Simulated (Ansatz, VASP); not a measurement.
## AgCl: VASP beside Ansatz

```
Ag Cl
1.0
     0.00000    2.74880    2.67731
     2.74880    0.00000    2.67731
     2.74880    2.74880    0.00000
Ag Cl
1 1
Direct
  0.52780 0.47220 0.52780
  0.91540 0.08460 0.91540
```

Change from the starting cell: mode 5 frozen in at -0.453 Å, equal normal strain along x and y +0.0267.

Alike in both runs: task single point; functional LDA; k mesh 10 × 10 × 10; occupations gaussian, width 0.05 eV; no spin polarisation.

|  | VASP | Ansatz |
| --- | --- | --- |
| version | VASP 6.6.1 | Ansatz 0.2.0 |
| potentials or method | VASP PAW LDA potentials, release 64 (Ag, Cl), cutoff 520 eV | scalar-relativistic, plane waves, PAW |
| valence electrons in the cell | 18 | 26 |

```csv
,VASP,Ansatz,Ansatz less VASP
gap on the k mesh at the Fermi level (eV),1.06,1.04,-0.017
least direct gap on the mesh (eV),1.37,1.36,-0.014
pressure (GPa),7.5,7.5,+0.02
"traceless stress, the component that is largest in VASP (GPa)",20.42,20.38,-0.041
rms of the force components (eV/Å),1.975,1.970,-0.0051
```

LDA's correlation is that of Perdew and Zunger in VASP and of Perdew and Wang (1992) in Ansatz. Atom by atom the forces differ by 0.005 eV/Å (rms over components). VASP's potentials hold 18 valence electrons a cell and Ansatz's 26, so a difference there can come from the potentials and not from the codes.
